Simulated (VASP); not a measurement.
# Zr in VASP: a series of runs, part 3 of 3

VASP 6.6.1. Earlier steps stand in the parts before.

### 5 Electric field gradients, PBEsol (equal xy, yz and zx shear strains of +2 %)

The input, INCAR:

```
  ALGO = Normal
  EDIFF = 1E-8
  ENCUT = 520
  GGA = PS
  ISIF = 2
  ISMEAR = -1
  LASPH = True
  LCHARG = False
  LEFG = True
  LREAL = False
  LWAVE = False
  NBANDS = 19
  NELM = 60
  PREC = Accurate
  SIGMA = 0.08
```

The input, KPOINTS:

```
k-points
0
Gamma
  13 13 7
```

The input, POSCAR:

```
Zr
1.0
    3.2319982225      0.0323199822      0.0323199822
   -1.5880091855      2.7828325745      0.0118299345
    0.0514700000      0.0514700000      5.1470000000
Zr
2
Direct
    0.3333333333      0.6666666667      0.2500000000
    0.6666666667      0.3333333333      0.7500000000
```

Potentials or basis: VASP PAW PBE potentials, release 64 (Zr_sv).

On the command line:

```
$ cat potpaw_PBE.64/Zr_sv/POTCAR > POTCAR
$ mpirun -np 1 vasp_std > vasp.out
```

OUTCAR:

```text
EDIFF = 1E-8
   ENCUT = 520
   GGA = PS
   ISIF = 2
   ISMEAR = -1
   LASPH = True
   LREAL = False
   NELM = 60
   PREC = Accurate

 ion  position               nearest neighbor table
   1  0.333  0.667  0.250-   2 3.15   2 3.15   2 3.16   2 3.18   2 3.21   2 3.23
   2  0.667  0.333  0.750-   1 3.15   1 3.15   1 3.16   1 3.18   1 3.21   1 3.23

  LATTYP: Found a triclinic cell.
 ALAT       =     3.2603271441
 B/A-ratio  =     0.9827452114
 C/A-ratio  =     1.5788337939
 COS(alpha) =     0.0074204947
 COS(beta)  =     0.0272158148
 COS(gamma) =     0.5000757388

  Lattice vectors:

 A1 = (   1.6439890370,   2.8151525567,   0.0441499167)
 A2 = (  -1.5880091855,   2.7828325745,   0.0118299345)
 A3 = (   0.0514700000,   0.0514700000,   5.1470000000)

Analysis of symmetry for initial positions (statically):
=====================================================================
 Subroutine PRICEL returns:
[... 720 lines left out ...]
  volume of cell :       46.55
      direct lattice vectors                 reciprocal lattice vectors
     3.231998223  0.032319982  0.032319982     0.307698371  0.175607048 -0.004833054
    -1.588009186  2.782832574  0.011829935    -0.003538041  0.357342164 -0.003538041
     0.051470000  0.051470000  5.147000000    -0.001924024 -0.001924024  0.194326415

 POSITION                                       TOTAL-FORCE (eV/Angst)
 -----------------------------------------------------------------------------------
      0.03153      1.87886      1.30541        -0.033714      0.001891      0.004912
      1.66393      0.98776      3.88574         0.033714     -0.001891     -0.004912
 -----------------------------------------------------------------------------------
    total drift:                               -0.000000      0.000000     -0.000000

  FREE ENERGIE OF THE ION-ELECTRON SYSTEM (eV)
  ---------------------------------------------------
  free  energy   TOTEN  =       -18.1624552255 eV

  energy  without entropy=      -18.1171560190  energy(sigma->0) =      -18.13980562

 Electric field gradients (V/A^2)
---------------------------------------------------------------------
 ion       V_xx      V_yy      V_zz      V_xy      V_xz      V_yz
---------------------------------------------------------------------
   1     -21.072   -20.753    41.826    -3.081    -4.988    -5.000
   2     -21.072   -20.753    41.826    -3.081    -4.988    -5.000
---------------------------------------------------------------------

 Electric field gradients after diagonalization (V/A^2)
 (convention: |V_zz| > |V_xx| > |V_yy|)
----------------------------------------------------------------------
 ion       V_xx      V_yy      V_zz     asymmetry (V_yy - V_xx)/ V_zz
----------------------------------------------------------------------
   1     -24.747   -17.828    42.575       0.163
   2     -24.747   -17.828    42.575       0.163
----------------------------------------------------------------------

           NMR quadrupolar parameters

 Cq : quadrupolar parameter    Cq=e*Q*V_zz/h
 eta: asymmetry parameters     (V_yy - V_xx)/ V_zz
 Q  : nuclear electric quadrupole moment in mb (millibarn)
----------------------------------------------------------------------
 ion       Cq(MHz)       eta       Q (mb)
----------------------------------------------------------------------
   1       0.103       0.163       1.000
   2       0.103       0.163       1.000
----------------------------------------------------------------------
```

OSZICAR:

```text
N       E                     dE             d eps       ncg     rms          rms(c)
DAV:   1     0.213677365537E+03    0.21368E+03   -0.13234E+04 22512   0.125E+03
DAV:   2    -0.293915479881E+01   -0.21662E+03   -0.21249E+03 26268   0.366E+02
DAV:   3    -0.185701651247E+02   -0.15631E+02   -0.15493E+02 40438   0.715E+01
DAV:   4    -0.189851370421E+02   -0.41497E+00   -0.41444E+00 26741   0.118E+01
DAV:   5    -0.189975054051E+02   -0.12368E-01   -0.12366E-01 33073   0.144E+00    0.151E+01
DAV:   6    -0.183003547599E+02    0.69715E+00   -0.10411E+00 24770   0.750E+00    0.591E+00
DAV:   7    -0.181587500528E+02    0.14160E+00   -0.65293E-01 32336   0.513E+00    0.115E+00
DAV:   8    -0.181622555059E+02   -0.35055E-02   -0.35288E-02 29418   0.149E+00    0.252E-01
DAV:   9    -0.181624723228E+02   -0.21682E-03   -0.15963E-03 30085   0.339E-01    0.247E-02
DAV:  10    -0.181624527151E+02    0.19608E-04   -0.50205E-05 32191   0.404E-02    0.222E-02
DAV:  11    -0.181624554525E+02   -0.27373E-05   -0.86930E-06 25473   0.319E-02    0.170E-03
DAV:  12    -0.181624554954E+02   -0.42962E-07   -0.29822E-07 29508   0.371E-03    0.170E-03
DAV:  13    -0.181624552760E+02    0.21943E-06   -0.36961E-08 23205   0.104E-03    0.605E-04
DAV:  14    -0.181624552244E+02    0.51640E-07   -0.34819E-09 14293   0.648E-04    0.192E-04
DAV:  15    -0.181624552255E+02   -0.11628E-08   -0.50822E-10 13840   0.214E-04
   1 F= -.18162455E+02 E0= -.18139806E+02  d E =-.452992E-01
```

stdout:

```text
POSCAR found type information on POSCAR Zr
 POSCAR found :  1 types and       2 ions
 scaLAPACK will be used
 -----------------------------------------------------------------------------
[... 27 lines left out ...]
     0.0000720    -0.1233034    -0.0867969    -1.1316283    -0.0867714    -0.0070775
     0.0000992    -0.1233034    -0.0867969    -1.1316283    -0.0867714    -0.0070775
     0.0001366    -0.1233034    -0.0867969    -1.1316283    -0.0867714    -0.0070775

     0.0000523     2.6998721     4.4895445   -33.0380478     4.4782701     0.1411935
     0.0000720     2.6996618     4.4892972   -33.0366063     4.4780235     0.1411841
     0.0000992     2.6993200     4.4888982   -33.0342737     4.4776255     0.1411690
     0.0001366     2.6987666     4.4882573   -33.0305158     4.4769861     0.1411447
```

Wall time 5.2 min (1 thread of Intel Xeon Platinum 8488C (Sapphire Rapids), shared host); peak memory 0.49 GiB.

What came out:

| Quantity | Value |
| --- | --- |
| Free energy | -18.1625 eV |
| Pressure | -3.2 GPa |
| Largest force | 0.034 eV/Å |
| Band gap on the k mesh | zero (band 12 reaches 9.86 eV, above the bottom of band 13 at 8.58 eV) |

Forces in eV/Å, atoms in the order of the input:
```
Zr  -0.034  0.002  0.005
Zr   0.034 -0.002 -0.005
```

Electric field gradients, principal values (V/Å²):
| atom | least | middle | greatest (by size) |
| --- | --- | --- | --- |
| 1 Zr | -17.828 | -24.747 | 42.575 |
| 2 Zr | -17.828 | -24.747 | 42.575 |

Caveat: the cell differs from its parent crystal (equal xy, yz and zx shear strains of +2 %); without QUAD_EFG the Cq values of the log hold for a quadrupole moment of 1 mb, not for the nuclei; the PAW data sets were made with another functional, which shifts forces and pressure a little.

### 6 Electric field gradients, PBEsol (equal xy, yz and zx shear strains of +2 %)

The input, INCAR:

```
SYSTEM = Zr
PREC = Accurate
ENCUT = 520
EDIFF = 1E-8
ISMEAR = -1
SIGMA = 0.08
LREAL = .False.
LASPH = .True.
NELM = 60
ALGO = Normal
ISIF = 2
LWAVE = .False.
LCHARG = .False.
GGA = PS
LEFG = .True.
NBANDS = 19
```

The input, KPOINTS:

```
Automatic mesh
0
Gamma
  13 13 7
  0 0 0
```

POSCAR is that of step 5.

Potentials or basis: VASP PAW PBE potentials, release 64 (Zr_sv).

On the command line:

```
$ cat potpaw_PBE.64/Zr_sv/POTCAR > POTCAR
$ mpirun -np 1 vasp_std > vasp.out
```

OUTCAR:

```text
SYSTEM = Zr
   PREC = Accurate
   ENCUT = 520
   EDIFF = 1E-8
   ISMEAR = -1
   LREAL = .False.
   LASPH = .True.
   NELM = 60
   ISIF = 2
   GGA = PS

 ion  position               nearest neighbor table
   1  0.333  0.667  0.250-   2 3.15   2 3.15   2 3.16   2 3.18   2 3.21   2 3.23
   2  0.667  0.333  0.750-   1 3.15   1 3.15   1 3.16   1 3.18   1 3.21   1 3.23

  LATTYP: Found a triclinic cell.
 ALAT       =     3.2603271441
 B/A-ratio  =     0.9827452114
 C/A-ratio  =     1.5788337939
 COS(alpha) =     0.0074204947
 COS(beta)  =     0.0272158148
 COS(gamma) =     0.5000757388

  Lattice vectors:

 A1 = (   1.6439890370,   2.8151525567,   0.0441499167)
 A2 = (  -1.5880091855,   2.7828325745,   0.0118299345)
 A3 = (   0.0514700000,   0.0514700000,   5.1470000000)

Analysis of symmetry for initial positions (statically):
=====================================================================
[... 720 lines left out ...]
  energy-cutoff  :      520.00
  volume of cell :       46.55
      direct lattice vectors                 reciprocal lattice vectors
     3.231998223  0.032319982  0.032319982     0.307698371  0.175607048 -0.004833054
    -1.588009186  2.782832574  0.011829935    -0.003538041  0.357342164 -0.003538041
     0.051470000  0.051470000  5.147000000    -0.001924024 -0.001924024  0.194326415

 POSITION                                       TOTAL-FORCE (eV/Angst)
 -----------------------------------------------------------------------------------
      0.03153      1.87886      1.30541        -0.033714      0.001891      0.004912
      1.66393      0.98776      3.88574         0.033714     -0.001891     -0.004912
 -----------------------------------------------------------------------------------
    total drift:                               -0.000000      0.000000     -0.000000

  FREE ENERGIE OF THE ION-ELECTRON SYSTEM (eV)
  ---------------------------------------------------
  free  energy   TOTEN  =       -18.1624552255 eV

  energy  without entropy=      -18.1171560190  energy(sigma->0) =      -18.13980562

 Electric field gradients (V/A^2)
---------------------------------------------------------------------
 ion       V_xx      V_yy      V_zz      V_xy      V_xz      V_yz
---------------------------------------------------------------------
   1     -21.072   -20.753    41.826    -3.081    -4.988    -5.000
   2     -21.072   -20.753    41.826    -3.081    -4.988    -5.000
---------------------------------------------------------------------

 Electric field gradients after diagonalization (V/A^2)
 (convention: |V_zz| > |V_xx| > |V_yy|)
----------------------------------------------------------------------
 ion       V_xx      V_yy      V_zz     asymmetry (V_yy - V_xx)/ V_zz
----------------------------------------------------------------------
   1     -24.747   -17.828    42.575       0.163
   2     -24.747   -17.828    42.575       0.163
----------------------------------------------------------------------

           NMR quadrupolar parameters

 Cq : quadrupolar parameter    Cq=e*Q*V_zz/h
 eta: asymmetry parameters     (V_yy - V_xx)/ V_zz
 Q  : nuclear electric quadrupole moment in mb (millibarn)
----------------------------------------------------------------------
 ion       Cq(MHz)       eta       Q (mb)
----------------------------------------------------------------------
   1       0.103       0.163       1.000
   2       0.103       0.163       1.000
----------------------------------------------------------------------
```

OSZICAR:

```text
N       E                     dE             d eps       ncg     rms          rms(c)
DAV:   1     0.213677365537E+03    0.21368E+03   -0.13234E+04 22512   0.125E+03
DAV:   2    -0.293915479881E+01   -0.21662E+03   -0.21249E+03 26268   0.366E+02
DAV:   3    -0.185701651247E+02   -0.15631E+02   -0.15493E+02 40438   0.715E+01
DAV:   4    -0.189851370421E+02   -0.41497E+00   -0.41444E+00 26741   0.118E+01
DAV:   5    -0.189975054051E+02   -0.12368E-01   -0.12366E-01 33073   0.144E+00    0.151E+01
DAV:   6    -0.183003547599E+02    0.69715E+00   -0.10411E+00 24770   0.750E+00    0.591E+00
DAV:   7    -0.181587500528E+02    0.14160E+00   -0.65293E-01 32336   0.513E+00    0.115E+00
DAV:   8    -0.181622555059E+02   -0.35055E-02   -0.35288E-02 29418   0.149E+00    0.252E-01
DAV:   9    -0.181624723228E+02   -0.21682E-03   -0.15963E-03 30085   0.339E-01    0.247E-02
DAV:  10    -0.181624527151E+02    0.19608E-04   -0.50205E-05 32191   0.404E-02    0.222E-02
DAV:  11    -0.181624554525E+02   -0.27373E-05   -0.86930E-06 25473   0.319E-02    0.170E-03
DAV:  12    -0.181624554954E+02   -0.42962E-07   -0.29822E-07 29508   0.371E-03    0.170E-03
DAV:  13    -0.181624552760E+02    0.21943E-06   -0.36961E-08 23205   0.104E-03    0.605E-04
DAV:  14    -0.181624552244E+02    0.51640E-07   -0.34819E-09 14293   0.648E-04    0.192E-04
DAV:  15    -0.181624552255E+02   -0.11628E-08   -0.50822E-10 13840   0.214E-04
   1 F= -.18162455E+02 E0= -.18139806E+02  d E =-.452992E-01
```

Wall time 4.4 min (1 thread of Intel Xeon 6975P-C, shared host); peak memory 0.5 GiB.

Results:

```yaml
Free_energy: -18.1625 eV
Pressure: -3.2 GPa
Largest_force: 0.034 eV/Å
Band_gap_on_the_k_mesh: zero (band 12 reaches 9.86 eV, above the bottom of band 13 at 8.58 eV)
```

Forces on the atoms (eV/Å):
```
Zr  -0.034  0.002  0.005
Zr   0.034 -0.002 -0.005
```

Electric field gradients, principal values (V/Å²):
| atom | least | middle | greatest (by size) |
| --- | --- | --- | --- |
| 1 Zr | -17.828 | -24.747 | 42.575 |
| 2 Zr | -17.828 | -24.747 | 42.575 |

Caveat: the cell differs from its parent crystal (equal xy, yz and zx shear strains of +2 %); without QUAD_EFG the Cq values of the log hold for a quadrupole moment of 1 mb, not for the nuclei; the PAW data sets were made with another functional, which shifts forces and pressure a little.

### 7 Summary

```tsv
cell	gap on the mesh (eV)	pressure (GPa)
a = 3.167, b = 3.167, c = 5.147 Å, angles 90.0, 90.0, 120.0°, 2 atoms	none	0.5
a = 3.200, b = 3.200, c = 5.147 Å, angles 90.0, 90.0, 120.0°, 2 atoms	none	-1.4
a = 3.264, b = 3.264, c = 5.147 Å, angles 90.0, 90.0, 120.0°, 2 atoms	none	-4.9
a = 3.232, b = 3.204, c = 5.148 Å, angles 89.6, 88.8, 119.1°, 2 atoms	none	-3.2
```

Alike in all rows: task electric field gradients; level PBEsol; potentials or basis VASP PAW PBE potentials, release 64 (Zr_sv); no spin polarisation; k mesh 13 × 13 × 7; cutoff (eV) 520; smearing fermi-dirac 0.08 eV.

Caveats: the PAW data sets were made with another functional, which shifts forces and pressure a little.

Absolute energies hang on the potentials; compare differences alone.
